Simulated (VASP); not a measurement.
Crystal: TaIr2PtAu3.

```xyz
7
Lattice="3.8620 -0.0693 -0.0700 -0.0693 3.8681 -0.0199 -0.1458 -0.0415 8.0675" Properties=species:S:1:pos:R:3 pbc="T T T"
Ta   -0.1740    0.0298    7.4199
Ir    1.8875    3.7931    0.9651
Ir   -0.0221    1.9057    1.0462
Pt    1.8124    1.8459    2.9660
Au    3.7750   -0.0689    3.1863
Au    1.7552    3.8319    5.3197
Au   -0.1004    1.8913    5.3438
```

```yaml
Program: VASP 6.6.1
Task: relaxation of cell and atoms
Functional: PBE
Potentials_or_basis: VASP PAW PBE potentials, release 64 (Ta_pv, Ir, Pt, Au)
Cutoff: 600 eV
k_mesh: 6 × 6 × 4
Occupations: gaussian, width 0.2 eV
Spin: no spin polarisation
```

At the start: pressure 8.6 GPa; volume 17.20 Å³/atom.

**Question.** How do energy, volume and symmetry change on relaxing?

**Answer.** Over 14 steps the energy falls by 48.6 meV/atom and the volume is 17.93 Å³/atom (+4.2 %); space group P1 (No. 1, to 0.1 Å) before, P4mm (No. 99, to 0.1 Å).

The path:
```tsv
step	energy change (eV)	largest force (eV/Å)	pressure (GPa)	volume (Å³)
1	0.0000	1.0267	8.59	120.43
2	0.2728	1.6377	-13.94	137.13
3	-0.2303	1.1446	-2.41	126.71
4	-0.3098	0.5176	0.59	125.33
5	-0.3125	0.4363	0.06	125.54
6	-0.3288	0.2506	0.07	125.50
7	-0.3357	0.1376	0.15	125.46
8	-0.3384	0.0844	-0.44	125.76
9	-0.3385	0.0797	-0.41	125.75
10	-0.3383	0.0859	0.67	125.06
11	-0.3392	0.0550	0.10	125.42
12	-0.3397	0.0281	0.03	125.46
13	-0.3398	0.0350	-0.01	125.49
14	-0.3400	0.0166	-0.03	125.48
```

Final structure:
```yaml
crystal:
  lattice:
    - [3.91401, -0.00034, 0.00168]
    - [-0.00020, 3.91522, 0.00314]
    - [0.00329, 0.00518, 8.18831]
  atoms:
    - { symbol: Ta, position: [0.00066, 0.00045, 0.92686] }
    - { symbol: Ir, position: [0.49994, 0.99920, 0.12718] }
    - { symbol: Ir, position: [0.99998, 0.49953, 0.12724] }
    - { symbol: Pt, position: [0.49931, 0.49830, 0.37468] }
    - { symbol: Au, position: [0.99920, 0.99838, 0.39697] }
    - { symbol: Au, position: [0.50037, 0.00235, 0.66553] }
    - { symbol: Au, position: [0.00053, 0.50179, 0.66532] }
```
